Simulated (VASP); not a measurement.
# BN (F-43m) in VASP: notebook

Runs on BN. Level: r2SCAN. Tasks: single point.

Everything below comes from runs of VASP 6.6.1. Logs are shortened: lines on timing, memory, paths and dates and some standing lists are left out, and cuts for length are marked.

**1. The cell of the first run**

The structure is cubic, space group F-43m (No. 216). Conventional cell: a = 3.610 Å, b = 3.610 Å, c = 3.610 Å, α = 90.00°, β = 90.00°, γ = 90.00°. Within 2.1 Å of B (site symmetry -43m) lie 4 N at 1.56 Å. Within 2.1 Å of N (site symmetry -43m) lie 4 B at 1.56 Å.

**2. Single point, r2SCAN**

The input, POSCAR:

```
BN
1.0
    0.0000000000      1.8048137555      1.8048137555
    1.8048137555      0.0000000000      1.8048137555
    1.8048137555      1.8048137555      0.0000000000
B N
1 1
Direct
    0.0000000000      0.0000000000      0.0000000000
    0.7500000000      0.7500000000      0.7500000000
```

The input, INCAR.step1:

```
  PREC = Accurate
  ENCUT = 520
  ISMEAR = 0
  SIGMA = 0.02
  LREAL = F
  LASPH = T
  NELM = 80
  NBANDS = 11
  GGA = PE
  ALGO = Normal
  EDIFF = 1E-4
  LWAVE = T
  LCHARG = F
```

The input, INCAR.step2:

```
  PREC = Accurate
  ENCUT = 520
  EDIFF = 1E-6
  ISMEAR = 0
  SIGMA = 0.02
  LREAL = F
  LASPH = T
  NELM = 80
  ALGO = Normal
  ISIF = 2
  LWAVE = F
  LCHARG = F
  METAGGA = R2SCAN
  LMIXTAU = T
  NBANDS = 11
  ISTART = 1
```

The input, KPOINTS:

```
regular mesh
0
Gamma
  12 12 12
```

Potentials or basis: VASP PAW PBE potentials, release 64 (B, N).

The run is started by

```sh
> cat potpaw_PBE.64/B/POTCAR potpaw_PBE.64/N/POTCAR > POTCAR
> cp INCAR.step1 INCAR
> mpirun -np 1 vasp_std > vasp.out
> cp INCAR.step2 INCAR
> mpirun -np 1 vasp_std > vasp.out
```

OUTCAR:

```text
PREC = Accurate
   ENCUT = 520
   EDIFF = 1E-6
   ISMEAR = 0
   LREAL = F
   LASPH = T
   NELM = 80
   ISIF = 2
   METAGGA = R2SCAN
   ISTART = 1

 ion  position               nearest neighbor table
   1  0.000  0.000  0.000-   2 1.56   2 1.56   2 1.56   2 1.56
   2  0.750  0.750  0.750-   1 1.56   1 1.56   1 1.56   1 1.56

  LATTYP: Found a face centered cubic cell.
 ALAT       =     3.6096275110

  Lattice vectors:

 A1 = (   0.0000000000,   1.8048137555,   1.8048137555)
 A2 = (   1.8048137555,   0.0000000000,   1.8048137555)
 A3 = (   1.8048137555,   1.8048137555,   0.0000000000)

Analysis of symmetry for initial positions (statically):
=====================================================================
 Subroutine PRICEL returns:
 Original cell was already a primitive cell.

 Routine SETGRP: Setting up the symmetry group for a
 face centered cubic supercell.

 Subroutine GETGRP returns: Found 24 space group operations
 (whereof 24 operations were pure point group operations)
 out of a pool of 48 trial point group operations.

The static configuration has the point symmetry T_d .

Analysis of symmetry for dynamics (positions and initial velocities):
=====================================================================
 Subroutine PRICEL returns:
 Original cell was already a primitive cell.

 Routine SETGRP: Setting up the symmetry group for a
 face centered cubic supercell.

 Subroutine GETGRP returns: Found 24 space group operations
 (whereof 24 operations were pure point group operations)
 out of a pool of 48 trial point group operations.

The dynamic configuration has the point symmetry T_d .

 Subroutine INISYM returns: Found 24 space group operations
 (whereof 24 operations are pure point group operations),
 and found     1 'primitive' translations

----------------------------------------------------------------------------------------

                                     Primitive cell

  volume of cell :      11.7578

  direct lattice vectors                    reciprocal lattice vectors
     0.000000000  1.804813755  1.804813755    -0.277036896  0.277036896  0.277036896
     1.804813755  0.000000000  1.804813755     0.277036896 -0.277036896  0.277036896
     1.804813755  1.804813755  0.000000000     0.277036896  0.277036896 -0.277036896

  length of vectors
     2.552392091  2.552392091  2.552392091     0.479841979  0.479841979  0.479841979

  position of ions in fractional coordinates (direct lattice)
     0.000000000  0.000000000  0.000000000
     0.750000000  0.750000000  0.750000000

  ion indices of the primitive-cell ions
   primitive index   ion index
                 1           1
                 2           2

----------------------------------------------------------------------------------------

 KPOINTS: regular mesh

Automatic generation of k-mesh.
 Grid dimensions read from file:
 generate k-points for:   12   12   12

 Generating k-lattice:

  Cartesian coordinates                     Fractional coordinates (reciprocal lattice)
    -0.023086408  0.023086408  0.023086408     0.083333333  0.000000000  0.000000000
     0.023086408 -0.023086408  0.023086408     0.000000000  0.083333333  0.000000000
     0.023086408  0.023086408 -0.023086408     0.000000000  0.000000000  0.083333333

  Length of vectors
     0.039986832  0.039986832  0.039986832

  Shift w.r.t. Gamma in fractional coordinates (k-lattice)
     0.000000000  0.000000000  0.000000000

 Subroutine IBZKPT returns following result:
 ===========================================

 Found     72 irreducible k-points:

 Following reciprocal coordinates:
            Coordinates               Weight
  0.000000  0.000000  0.000000      1.000000
  0.083333  0.000000  0.000000      8.000000
  0.166667  0.000000  0.000000      8.000000
  0.250000  0.000000  0.000000      8.000000
  0.333333  0.000000  0.000000      8.000000
  0.416667  0.000000  0.000000      8.000000
[... 16 lines left out ...]
  0.500000  0.166667  0.000000     24.000000
 -0.416667  0.166667  0.000000     24.000000
 [... further k-points ...]
   k-points           NKPTS =     72   k-points in BZ     NKDIM =     72   number of bands    NBANDS=     11
   number of dos      NEDOS =    301   number of ions     NIONS =      2
   total plane-waves  NPLWV =   8000
   dimension x,y,z NGX =    20 NGY =   20 NGZ =   20
   dimension x,y,z NGXF=    40 NGYF=   40 NGZF=   40
   ions per type =               1   1
   NGX,Y,Z   is equivalent  to a cutoff of  13.03, 13.03, 13.03 a.u.
   NGXF,Y,Z  is equivalent  to a cutoff of  26.05, 26.05, 26.05 a.u.
 SYSTEM =  unknown system
   PREC   = accura    normal or accurate (medium, high low for compatibility)
   ISTART =      1    job   : 0-new  1-cont  2-samecut
   ICHARG =      0    charge: 1-file 2-atom 10-const
   ISPIN  =      1    spin polarized calculation?
   LNONCOLLINEAR =      F non collinear calculations
   LSORBIT =      F    spin-orbit coupling
   LASPH  =      T    aspherical Exc in radial PAW
   ENCUT  =  520.0 eV  38.22 Ry    6.18 a.u.   4.75  4.75  4.75*2*pi/ulx,y,z
   NELM   =     80;   NELMIN=  2; NELMDL=  0     # of ELM steps
   EDIFF  = 0.1E-05   stopping-criterion for ELM
   LREAL  =      F    real-space projection
   EDIFFG = 0.1E-04   stopping-criterion for IOM
   NSW    =      0    number of steps for IOM
   IBRION =     -1    ionic relax: 0-MD 1-quasi-New 2-CG
   NFREE  =      0    steps in history (QN), initial steepest desc. (CG)
   ISIF   =      2    stress and relaxation
   ISYM   =      2    0-nonsym 1-usesym 2-fastsym
   POTIM  = 0.5000    time-step for ionic-motion
   TEBEG  =    0.0;   TEEND  =   0.0 temperature during run
   PSTRESS=    0.0 pullay stress
   NELECT =       8.0000    total number of electrons
   NUPDOWN=      -1.0000    fix difference up-down
   EMIN   =  10.00;   EMAX   =-10.00  energy-range for DOS
   EFERMI =   0.00;   METHOD = LEGACY
   ISMEAR =     0;   SIGMA  =   0.02  broadening in eV -4-tet -1-fermi 0-gaus
   EFERMI_NEDOS =   21; number of points for ismear=-14 and -15
   IALGO  =     38    algorithm
   IMIX   =      4    mixing-type and parameters
     AMIX     =   0.40;   BMIX     =  1.00
     AMIX_MAG =   1.60;   BMIX_MAG =  1.00
  volume/ion in A,a.u.               =       5.88        39.67
  Fermi-wavevector in a.u.,A,eV,Ry     =   1.439889  2.720996 28.208703  2.073281
  Thomas-Fermi vector in A             =   2.558695
   LORBIT       =      0    0 simple, 1 ext, 2 COOP (PROOUT), +10 PAW based schemes
   METAGGA = R2SCAN    functional components
   LHFCALC =     F    Hartree Fock is set to
   AEXX    =    0.0000 exact exchange contribution
   IVDW    =     0    specifies the selected vdW correction
   LEPSILON=     F    determine dielectric tensor
   LRPA    =     F    only Hartree local field effects (RPA)
 non-spin polarized calculation
 Gauss-broadening in eV      SIGMA  =   0.02
  energy-cutoff  :      520.00
  volume of cell :       11.76
 maximum number of plane-waves:       332
   NGX =  9   NGY =  9   NGZ =  9

 number of electron       7.9999999 magnetization

 Free energy of the ion-electron system (eV)
  ---------------------------------------------------
  ext. energy  EPLUGINS =         0.00000000
  ---------------------------------------------------
  free energy    TOTEN  =       -19.17156199 eV

  energy without entropy =      -19.17156199  energy(sigma->0) =      -19.17156199

 E-fermi :   7.5473     XC(G=0): -13.6700

 val. band max:        7.2974272073   @ k =   0.0000   0.0000   0.0000
 cond. band min:      12.2790759866   @ k =   0.5000   0.5000   0.0000
 fundamental gap:      4.9816487793
 Fermi energy:         7.5472792359

 k-point     1 :       0.0000    0.0000    0.0000
  band No.  band energies     occupation
      1     -14.0457      2.00000
      2       7.2974      2.00000
      3       7.2974      2.00000
      4       7.2974      2.00000
      5      16.8456      0.00000
      6      16.8456      0.00000
      7      16.8456      0.00000
      8      18.4365      0.00000
      9      33.5180      0.00000
     10      36.0960      0.00000
     11      36.0960      0.00000

 k-point     2 :       0.0833    0.0000    0.0000
  band No.  band energies     occupation
      1     -13.8700      2.00000
      2       6.3421      2.00000
      3       7.1103      2.00000
      4       7.1103      2.00000
      5      17.0740      0.00000
      6      17.1348      0.00000
      7      17.1348      0.00000
      8      19.0244      0.00000
      9      33.3093      0.00000
     10      33.9741      0.00000
     11      33.9741      0.00000

 k-point     3 :       0.1667    0.0000    0.0000
  band No.  band energies     occupation
      1     -13.3502      2.00000
      2       4.1417      2.00000
      3       6.6536      2.00000
      4       6.6536      2.00000
      5      17.3943      0.00000
      6      17.8066      0.00000
      7      17.8066      0.00000
      8      20.4464      0.00000
      9      32.3661      0.00000
     10      32.3661      0.00000
     11      32.7281      0.00000

 k-point     4 :       0.2500    0.0000    0.0000
  band No.  band energies     occupation
      1     -12.5125      2.00000
      2       1.5603      2.00000
      3       6.1245      2.00000
      4       6.1245      2.00000
      5      17.6825      0.00000
      6      18.4427      0.00000
      7      18.4427      0.00000
      8      21.8981      0.00000
      9      31.9742      0.00000
     10      31.9742      0.00000
     11      32.1507      0.00000
[... 239 lines left out ...]
 k-point    22 :       0.4167    0.1667    0.0000
  band No.  band energies     occupation
      1     -10.5058      2.00000
      2      -1.2501      2.00000
      3       4.0153      2.00000
      4       4.2161      2.00000
      5      16.4946      0.00000
      6      20.5993      0.00000
      7      21.1361      0.00000
      8      22.0460      0.00000
      9      29.0185      0.00000
     10      35.0935      0.00000
     11      37.1463      0.00000

 k-point    23 :       0.5000    0.1667    0.0000
  band No.  band energies     occupation
      1      -9.5319      2.00000
      2      -2.8416      2.00000
      3       3.4026      2.00000
      4       4.2916      2.00000
      5      16.8540      0.00000
      6      20.5203      0.00000
      7      20.8618      0.00000
      8      23.4846      0.00000
      9      29.4221      0.00000
     10      35.3247      0.00000
     11      36.3721      0.00000

 k-point    24 :      -0.4167    0.1667    0.0000
  band No.  band energies     occupation
      1      -9.3495      2.00000
      2      -3.1105      2.00000
      3       2.9832      2.00000
      4       4.6210      2.00000
      5      17.3253      0.00000
      6      20.3700      0.00000
      7      20.4396      0.00000
      8      24.1774      0.00000
      9      29.7138      0.00000
     10      33.9271      0.00000
     11      35.6312      0.00000

 [... further k-points ...]

------------------------ aborting loop because EDIFF is reached ----------------------------------------

  FORCE on cell =-STRESS in cart. coord.  units (eV):
  Direction    XX          YY          ZZ          XY          YZ          ZX
  --------------------------------------------------------------------------------------
  -------------------------------------------------------------------------------------
  Total        0.0846089      0.0846089      0.0846089     -0.0000000     -0.0000000     -0.0000000
  in kB       11.5292026     11.5292026     11.5292026     -0.0000000     -0.0000000     -0.0000000
  external PRESSURE =      11.5292026 kB  Pullay stress =       0.0000000 kB

 VOLUME and BASIS-vectors are now :
 -----------------------------------------------------------------------------
  energy-cutoff  :      520.00
  volume of cell :       11.76
      direct lattice vectors                 reciprocal lattice vectors
     0.000000000  1.804813755  1.804813755    -0.277036896  0.277036896  0.277036896
     1.804813755  0.000000000  1.804813755     0.277036896 -0.277036896  0.277036896
     1.804813755  1.804813755  0.000000000     0.277036896  0.277036896 -0.277036896

 POSITION                                       TOTAL-FORCE (eV/Angst)
 -----------------------------------------------------------------------------------
      0.00000      0.00000      0.00000         0.000000      0.000000     -0.000000
      2.70722      2.70722      2.70722        -0.000000     -0.000000      0.000000
 -----------------------------------------------------------------------------------
    total drift:                               -0.000000     -0.000000     -0.000000

  FREE ENERGIE OF THE ION-ELECTRON SYSTEM (eV)
  ---------------------------------------------------
  free  energy   TOTEN  =       -19.1715619888 eV

  energy  without entropy=      -19.1715619888  energy(sigma->0) =      -19.17156199
```

Wall time 20 s (1 thread of Intel Xeon 6975P-C (Granite Rapids), shared host); peak memory 0.12 GiB.

What came out:

```
Free energy            : -19.1716 eV
Pressure               : 1.2 GPa
Band gap on the k mesh : 4.98 eV, indirect (least direct gap 9.55 eV)
```

Caveat: the PAW data sets were made with another functional, which shifts forces and pressure a little. r2SCAN opens gaps a little over a GGA but as a rule still falls short of measured ones.

**3. Single point, r2SCAN**

This run uses another cell than the first one: it holds 4 atoms, not 2.

The input, POSCAR:

```
BN
1.0
    0.0000000000     -1.8048137555     -1.8048137555
    0.0000000000      1.8048137555     -1.8048137555
    3.6096275109      0.0000000000      0.0000000000
B N
2 2
Direct
    0.5000000000      0.5000000000      0.5000000000
    0.0000000000      0.0000000000      0.0000000000
    0.0000000000      0.5000000000      0.2500000000
    0.5000000000      0.0000000000      0.7500000000
```

The input, INCAR.step1:

```
SYSTEM = BN
PREC     = Accurate       ! precision mode
ENCUT    = 520            ! plane-wave cutoff, eV
ISMEAR   = 0              ! smearing method
SIGMA    = 0.05           ! smearing width, eV
LREAL    = .FALSE.        ! projectors in reciprocal space
LASPH    = .TRUE.         ! aspherical terms in the spheres
NELM     = 80             ! most SCF steps
NBANDS   = 16             ! bands
GGA      = PE             ! functional
ALGO     = Normal         ! electronic algorithm
EDIFF    = 1E-4           ! SCF threshold, eV
LWAVE    = .TRUE.         ! write WAVECAR
LCHARG   = .FALSE.        ! write CHGCAR
```

The input, INCAR.step2:

```
SYSTEM = BN
PREC     = Accurate       ! precision mode
ENCUT    = 520            ! plane-wave cutoff, eV
EDIFF    = 1E-6           ! SCF threshold, eV
ISMEAR   = 0              ! smearing method
SIGMA    = 0.05           ! smearing width, eV
LREAL    = .FALSE.        ! projectors in reciprocal space
LASPH    = .TRUE.         ! aspherical terms in the spheres
NELM     = 80             ! most SCF steps
ALGO     = Normal         ! electronic algorithm
ISIF     = 2              ! what is computed and relaxed
LWAVE    = .FALSE.        ! write WAVECAR
LCHARG   = .TRUE.         ! write CHGCAR
METAGGA  = R2SCAN         ! meta-GGA
LMIXTAU  = .TRUE.       
LELF     = .TRUE.         ! ELF
LVHAR    = .TRUE.       
NBANDS   = 16             ! bands
ISTART   = 1
```

The input, KPOINTS:

```
regular mesh
0
G
  8 8 6
  0 0 0
```

Potentials or basis: VASP PAW PBE potentials, release 64 (B, N).

The run is started by

```sh
> cat potpaw_PBE.64/B/POTCAR potpaw_PBE.64/N/POTCAR > POTCAR
> cp INCAR.step1 INCAR
> mpirun -np 1 vasp_std > vasp.out
> cp INCAR.step2 INCAR
> mpirun -np 1 vasp_std > vasp.out
```

It took 35 s on 1 thread of Intel Xeon 6975P-C (Granite Rapids), shared host; peak memory 0.14 GiB.

The run converged. Its results:

```yaml
Free_energy: -38.3430 eV
Pressure: 1.1 GPa
Band_gap_on_the_k_mesh: 4.98 eV
```

Levels at points of the mesh, in eV from the valence-band top:
```csv
k point,band 5,band 6,band 7,band 8,band 9,band 10,band 11,band 12
"(0.00, 0.00, 0.00)",-5.12,0.00,0.00,0.00,4.98,9.55,9.55,9.55
"(0.50, 0.00, 0.00)",-5.84,-5.84,-2.18,-2.18,10.46,10.46,13.09,13.09
"(0.50, 0.50, 0.00)",-5.12,-5.12,-5.12,-5.12,4.98,4.98,9.84,9.84
"(0.00, 0.00, 0.50)",-3.14,-3.14,-3.14,-3.14,7.43,7.43,12.31,12.31
"(0.50, 0.00, 0.50)",-2.02,-2.02,-2.02,-2.02,10.85,10.85,11.49,11.49
"(0.50, 0.50, 0.50)",-7.25,-7.25,-6.72,-6.72,10.35,10.35,14.31,14.31
```

Caveat: the PAW data sets were made with another functional, which shifts forces and pressure a little. A k mesh can miss the band edges.
